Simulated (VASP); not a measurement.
# Ti: single point with PBEsol

Ti:

```
CELL_PARAMETERS angstrom
3.14603 0.00000 0.00000
0.00000 3.14603 0.00000
0.00000 0.00000 3.14603
ATOMIC_POSITIONS crystal
Ti 0.00000 0.00000 0.00000
Ti 0.50000 0.50000 0.50000
```

This cell differs from its parent crystal: equal strain along all axes, cell held: -2.0 %.

```json
{
 "Program": "VASP 6.6.1",
 "Task": "single point",
 "Functional": "PBEsol",
 "Potentials or basis": "VASP PAW PBE potentials, release 64 (Ti_sv)",
 "Cutoff": "520 eV",
 "k mesh": "16 × 16 × 16",
 "Occupations": "gaussian, width 0.1 eV",
 "Spin": "no spin polarisation"
}
```

```yaml
Pressure: 6.9 GPa
Band_gap_on_the_k_mesh: zero (bands 12 and 13 overlap by 1.72 eV)
```

Levels at points of the mesh, in eV from the Fermi level:
| k point | band 9 | band 10 | band 11 | band 12 | band 13 | band 14 | band 15 | band 16 |
| --- | --- | --- | --- | --- | --- | --- | --- | --- |
| (0.00, 0.00, 0.00) | -6.16 | -2.50 | -2.50 | 1.08 | 1.08 | 1.08 | 3.11 | 3.11 |
| (0.50, 0.00, 0.00) | -2.63 | -2.63 | -0.07 | -0.07 | 1.44 | 1.44 | 1.44 | 1.44 |
| (0.50, 0.50, 0.00) | -2.74 | -2.74 | -0.53 | -0.53 | 1.54 | 1.54 | 3.12 | 3.12 |
| (0.50, 0.50, 0.50) | -0.64 | -0.64 | -0.64 | -0.64 | -0.64 | -0.64 | 3.59 | 3.59 |

It took 3.7 min on 1 thread of AMD EPYC 7R13 Processor (Zen 3), on a shared host, peak memory 0.17 GiB.

Caveat: the cell differs from its parent crystal (equal strain along all axes, cell held: -2.0 %); the cell stands under pressure; the PAW data sets were made with another functional, which shifts forces and pressure a little.
